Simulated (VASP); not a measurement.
Input of a VASP 6.6.1 run:

File INCAR:

```
SYSTEM = BaS
PREC     = Accurate       ! precision mode
ENCUT    = 520            ! plane-wave cutoff, eV
EDIFF    = 1E-7           ! SCF threshold, eV
ISMEAR   = -1             ! smearing method
SIGMA    = 0.19           ! smearing width, eV
LREAL    = Auto         
LASPH    = .True.         ! aspherical terms in the spheres
NELM     = 60             ! most SCF steps
ALGO     = Normal         ! electronic algorithm
ISIF     = 2              ! what is computed and relaxed
LWAVE    = .False.        ! write WAVECAR
LCHARG   = .False.        ! write CHGCAR
GGA      = PS             ! functional
NBANDS   = 78             ! bands
```

The input KPOINTS:

```
regular mesh
0
Gamma
  2 2 2
  0 0 0
```

File POSCAR:

```
BaS
1.0
    0.0000000000      6.4214870000      6.4214870000
    6.4214870000      0.0000000000      6.4214870000
    6.4214870000      6.4214870000      0.0000000000
Ba S
8 8
Direct
    0.0000467960      0.0011677202     -0.0036238491
   -0.0005724531     -0.0018293271      0.4994539427
   -0.0022049410      0.5013435362     -0.0023664301
   -0.0003293630      0.5071769202      0.4980559799
    0.4969401947     -0.0031139205      0.0022216038
    0.5013064731     -0.0004808855      0.4981377366
    0.5014969274      0.4950491997      0.0079369467
    0.4968605402      0.4936228166      0.5025599990
    0.2461476602      0.2559980266      0.2474462691
    0.2570009875      0.2446733132      0.7532304434
    0.2588630172      0.7523019980      0.2410350593
    0.2584644335      0.7453460546      0.7572702397
    0.7440385693      0.2524335874      0.2461417426
    0.7487968130      0.2661844523      0.7530064298
    0.7492178992      0.7462013082      0.2436731555
    0.7505401008      0.7544018231      0.7518404226
```

Potentials or basis: VASP PAW PBE potentials, release 64 (Ba_sv, S).

Run with:

```bash
$ cat potpaw_PBE.64/Ba_sv/POTCAR potpaw_PBE.64/S/POTCAR > POTCAR
$ mpirun -np 1 vasp_std > vasp.out
```

**Question.** Estimate the band gap on the k mesh.

**Answer.** 1.99 eV.

**Question.** Predict the pressure.

**Answer.** -1.1 GPa.

Forces in eV/Å, atoms in the order of the input:
```
Ba  -0.042  0.004 -0.028
Ba   0.148  0.059  0.183
Ba   0.019  0.159  0.054
Ba  -0.123 -0.045 -0.140
Ba   0.102  0.062  0.254
Ba  -0.044 -0.024 -0.149
Ba  -0.063 -0.306  0.061
Ba   0.154  0.150  0.257
S    0.016  0.140 -0.140
S   -0.019 -0.269 -0.051
S    0.318  0.011 -0.250
S   -0.078 -0.385 -0.070
S   -0.005  0.402  0.022
S   -0.441 -0.029 -0.157
S    0.192  0.161  0.086
S   -0.135 -0.090  0.069
```

Caveat: the k points lie up to 0.42 Å⁻¹ apart; the atoms stand as in a frame of molecular dynamics; the PAW data sets were made with another functional, which shifts forces and pressure a little; spin-orbit coupling is left out, which moves the levels of the heavy elements.
